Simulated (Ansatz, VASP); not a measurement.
**One calculation of Pt, two programs**

```xyz
2
Lattice="2.6502 0.0000 0.0000 -1.3251 2.2952 0.0000 0.0000 0.0000 4.6004" Properties=species:S:1:pos:R:3 pbc="T T T"
Pt    1.3251    0.7651    3.4503
Pt    0.0000    1.5301    1.1501
```

Change from the starting cell: strain -0.040 along x and y, -0.040 along z, atoms carried along.

Alike in both runs: task single point; functional PBEsol; k mesh 18 × 18 × 10; occupations gaussian, width 0.15 eV; no spin polarisation.

```csv
,VASP,Ansatz
version,VASP 6.6.1,Ansatz 0.2.0
potentials or method,"VASP PAW PBE potentials, release 64 (Pt), cutoff 520 eV","scalar-relativistic, plane waves, PAW"
valence electrons in the cell,20,36
```

|  | VASP | Ansatz | Ansatz less VASP |
| --- | --- | --- | --- |
| gap on the k mesh at the Fermi level (eV) | none | none | - |
| pressure (GPa) | 27.3 | 27.7 | +0.35 |
| traceless stress, the component that is largest in VASP (GPa) | -3.78 | -3.67 | +0.116 |

VASP's potentials were made for PBE, not for PBEsol. A gap of «none» marks a metal or a gap that the smearing closes. With one functional, cell and mesh, what is left measures potentials, basis and numerics. VASP's potentials hold 20 valence electrons a cell and Ansatz's 36, so a difference there can come from the potentials and not from the codes.

Spin-orbit coupling is off throughout.
